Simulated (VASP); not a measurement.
Runs of VASP 6.6.1 on Li. The structure is that of space group Pm-3m (No. 221), or close to it. The cells are those of the table. 

```tsv
task	cell	k mesh	cutoff (eV)	gap on the mesh (eV)	pressure (GPa)	relaxed volume (Å³/atom)
relaxation of cell and atoms	relaxed from a = 5.120 Å, 7 atoms	8 × 8 × 8	600	-	0.0	22.55
single point	a = 5.413 Å, 7 atoms	8 × 8 × 8	520	none	-	-
relaxation of cell and atoms	relaxed from a = 5.413 Å, 7 atoms	8 × 8 × 8	600	-	0.0	(a)
single point	a = 5.120 Å, 7 atoms	4 × 4 × 4	520	none	-	-
```

Alike in all rows: level PBE; potentials or basis VASP PAW PBE potentials, release 64 (Li_sv); no spin polarisation; smearing gaussian 0.1 eV.

**Question.** Fill in the values left out.

**Answer.** (a) 22.46.

Caveats: the cutoff is under 1.25 times the usual one of these potentials, so pressure, stress and relaxed cells hold a basis-set (Pulay) error; the bands computed are all filled at some k points, so no gap is given (some runs); the volume moved by over 15 % at a fixed basis, so the end points are rough (some runs).

A gap of «none» marks levels without a gap at the run's occupations.
